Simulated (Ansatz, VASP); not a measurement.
**Al in VASP and in Ansatz**

The input INCAR:

```
PREC = Accurate
ENCUT = 500
EDIFF = 1E-6
ISMEAR = 0
SIGMA = 0.1
LREAL = F
LASPH = T
NELM = 120
ALGO = Normal
ISIF = 2
LWAVE = F
LCHARG = F
GGA = PE
NBANDS = 10
GGA_COMPAT = F
```

The input KPOINTS:

```
Automatic mesh
0
Gamma
  6 6 6
```

Contents of POSCAR:

```
Al
1.0
    1.7501021552      1.0104219504      3.2453546216
   -1.7501021552      1.0104219504      3.2453546216
    0.0000000000     -2.0208439008      3.2453546216
Al
2
Direct
    0.2275400000      0.2275400000      0.2275400000
    0.7724600000      0.7724600000      0.7724600000
```

Input for Ansatz:

```yaml
crystal:
  lattice:
    - [1.7501021552, 1.0104219504, 3.2453546216]
    - [-1.7501021552, 1.0104219504, 3.2453546216]
    - [0.0, -2.0208439008, 3.2453546216]
  atoms:
    - { symbol: Al, position: [0.22754, 0.22754, 0.22754] }
    - { symbol: Al, position: [0.77246, 0.77246, 0.77246] }
basis:
  ecutwfc: 420
kpoints:
  mp_grid: { grid: [6, 6, 6] }
hamiltonian:
  xc: pbe
scf:
  occupations: { method: gaussian, width: 0.1 }
  lower_state_search: "off"
output:
  forces: true
  stress: true
  eigenvalues: true
```

Alike in both runs: task single point; functional PBE; k mesh 6 × 6 × 6; occupations gaussian, width 0.1 eV; no spin polarisation.

|  | VASP | Ansatz |
| --- | --- | --- |
| version | VASP 6.6.1 | Ansatz 0.2.0 |
| potentials or method | VASP PAW PBE potentials, release 64 (Al), cutoff 500 eV | scalar-relativistic, plane waves, PAW |
| valence electrons in the cell | 6 | 6 |

Ansatz gave:

- gap on the k mesh at the Fermi level (eV): none
- pressure (GPa): 20.0
- traceless stress, the component that is largest in VASP (GPa): -1.70
- rms of the force components (eV/Å): 2.041

Question: What did VASP give for the same quantities?

Answer: gap on the k mesh at the Fermi level (eV): none; pressure (GPa): 20.0; traceless stress, the component that is largest in VASP (GPa): -1.70; rms of the force components (eV/Å): 2.042.

Atom by atom the forces differ by 0.001 eV/Å (rms over components). A gap of «none» marks a metal or a gap that the smearing closes.

The k mesh is coarse, so the values compare programs but aren't converged.
